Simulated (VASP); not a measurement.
A run of VASP 6.6.1 is set up as follows.

Contents of INCAR:

```
PREC = Accurate
ENCUT = 520
EDIFF = 1E-6
ISMEAR = -1
SIGMA = 0.05
LREAL = F
LASPH = T
NELM = 60
ALGO = Normal
ISIF = 2
LWAVE = F
LCHARG = F
GGA = CA
NBANDS = 16
```

The input KPOINTS:

```
Automatic mesh
0
Gamma
  10 10 9
```

POSCAR

```
WC
1.0
    2.8672181576      0.0000000000      0.0000000000
   -1.4336090788      2.4830837627      0.0000000000
    0.0000000000      0.0000000000      2.7982628680
W C
1 1
Direct
    0.0000000000      0.0000000000      0.0000000000
    0.6666666667      0.3333333333      0.5000000000
```

Potentials or basis: VASP PAW LDA potentials, release 64 (W_sv, C).

The run is started by

```console
$ cat potpaw_LDA.64/W_sv/POTCAR potpaw_LDA.64/C/POTCAR > POTCAR
$ mpirun -np 1 vasp_std > vasp.out
```

Task: Estimate the pressure.

Result: 10.3 GPa.

Task: Predict the band gap on the k mesh.

Result: Zero (band 9 reaches 12.26 eV, above the bottom of band 10 at 10.96 eV).

Stress tensor (GPa, compression positive):
```
10.06  0.00  0.00
 0.00 10.06  0.00
 0.00  0.00 10.65
```

Caveat: spin-orbit coupling is left out, which moves the levels of the heavy elements.
